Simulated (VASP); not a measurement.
A run of VASP 6.6.1 is set up as follows.

The input INCAR:

```
PREC = Accurate
ENCUT = 560
EDIFF = 1E-6
ISMEAR = -1
SIGMA = 0.1
LREAL = False
LASPH = True
NELM = 120
ALGO = Normal
ISIF = 2
LWAVE = False
LCHARG = True
GGA = B5
ALDAX = 1.0
AGGAX = 1.0
AGGAC = 1.0
ALDAC = 0.0
LELF = True
LVHAR = True
NBANDS = 22
GGA_COMPAT = False
```

KPOINTS

```
regular mesh
0
Gamma
  21 21 12
```

File POSCAR:

```
Re
1.0
    2.7770349181      0.0000000000      0.0000000000
   -1.3885174590      2.4049827863      0.0000000000
    0.0000000000      0.0000000000      4.4647227913
Re
2
Direct
    0.3333333333      0.6666666667      0.2500000000
    0.6666666667      0.3333333333      0.7500000000
```

Potentials or basis: VASP PAW PBE potentials, release 64 (Re_sv_GW).

Launch:

```console
$ cat potpaw_PBE.64/Re_sv_GW/POTCAR > POTCAR
$ mpirun -np 1 vasp_std > vasp.out
```

(1) Predict the band gap on the k mesh.

(2) Predict the pressure.

Answers

(1) zero (bands 15 and 16 overlap by 3.50 eV).

(2) 14.7 GPa.

Caveat: the cell stands under pressure; the PAW data sets were made with another functional, which shifts forces and pressure a little; spin-orbit coupling is left out, which moves the levels of the heavy elements.
